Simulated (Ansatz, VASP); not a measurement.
LiNbO3: VASP beside Ansatz

```xyz
10
Lattice="2.6723 1.5428 4.3918 -2.6723 1.5428 4.3918 0.0000 -3.0857 4.3918" Properties=species:S:1:pos:R:3 pbc="T T T"
Li    0.0000    0.0000    3.2938
Li    0.0000    0.0000    9.8815
Nb    0.0000    0.0000    0.0000
Nb    0.0000    0.0000    6.5877
O    -0.6396   -1.5428    5.4897
O     1.6559    0.2175    5.4897
O    -1.0164    1.3253    5.4897
O     0.6396    1.5428    7.6856
O    -1.6559   -0.2175    7.6856
O     1.0164   -1.3253    7.6856
```

Alike in both runs: task single point; functional PBE; k mesh 6 × 6 × 6; occupations gaussian, width 0.05 eV; no spin polarisation.

```csv
,VASP,Ansatz
version,VASP 6.6.1,Ansatz 0.2.0
potentials or method,"VASP PAW PBE potentials, release 64 (Li_sv, Nb_sv, O), cutoff 520 eV","scalar-relativistic, plane waves, PAW"
valence electrons in the cell,68,68
```

VASP gave:

| Property | Result |
| --- | --- |
| gap on the k mesh at the Fermi level (eV) | 2.40 |
| least direct gap on the mesh (eV) | 2.40 |
| rms of the force components (eV/Å) | 0.064 |

Problem. Estimate Ansatz's values.

Solution. gap on the k mesh at the Fermi level (eV): 2.42; least direct gap on the mesh (eV): 2.42; rms of the force components (eV/Å): 0.056.

Atom by atom the forces differ by 0.008 eV/Å (rms over components).

Noted on VASP's run: the cutoff is under 1.25 times that of the potentials, so the pressure is a little rough.
